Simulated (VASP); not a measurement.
**Mg3H10O3: single point with PBE**

The system is Mg3H10O3, a wire with vacuum.

```
Mg O H
1.0
    13.50000    0.00000    0.00000
     0.00000   14.70000    0.00000
     0.00000    0.00000    5.13519
Mg O H
3 3 10
Cartesian
  8.0953 6.9943 -0.3584
  6.3633 5.8897 2.2972
  8.1913 9.0385 2.3008
  7.9120 7.0958 1.6772
  6.4383 6.1148 4.1856
  8.0119 8.8716 4.1895
  9.2696 6.3304 3.5090
  5.5092 4.9147 1.1369
  4.3223 7.5936 2.6327
  5.7174 9.8997 2.5941
  8.6497 10.2531 1.1424
  8.6029 6.7005 2.3699
  5.9506 5.5785 4.8577
  4.1583 7.2992 7.0925
  5.8678 10.1662 7.0393
  8.2553 9.5562 4.8596
```

```
Program             : VASP 6.6.1
Task                : single point
Functional          : PBE
Potentials or basis : VASP PAW PBE potentials, release 64 (Mg_sv, O, H)
Cutoff              : 620 eV
k mesh              : 1 × 1 × 7
Occupations         : gaussian, width 0.05 eV
Spin                : no spin polarisation
```

```yaml
Largest_force: 0.083 eV/Å
Band_gap_on_the_k_mesh: 4.66 eV
```

Forces on the atoms (eV/Å):
```
Mg   0.018 -0.008 -0.001
Mg  -0.013 -0.001 -0.021
Mg  -0.005  0.016 -0.021
O   -0.019  0.009 -0.027
O    0.018  0.018 -0.028
O   -0.009 -0.028 -0.025
H   -0.001  0.000 -0.018
H   -0.007 -0.008 -0.012
H   -0.009 -0.017 -0.036
H    0.007  0.012 -0.030
H    0.003  0.010 -0.013
H    0.046 -0.027  0.049
H   -0.043 -0.038  0.059
H    0.007  0.017  0.036
H   -0.007 -0.011  0.029
H    0.014  0.057  0.059
```

Levels at points of the mesh, in eV from the valence-band top:
```csv
k point,band 26,band 27,band 28,band 29,band 30,band 31,band 32,band 33
"(0.00, 0.00, 0.00)",-1.21,-0.71,-0.36,-0.01,5.07,5.29,5.35,5.84
```

It took 10 min on 1 thread of Intel(R) Xeon(R) Platinum 8488C (Sapphire Rapids), with other jobs on the host, peak memory 1.1 GiB.
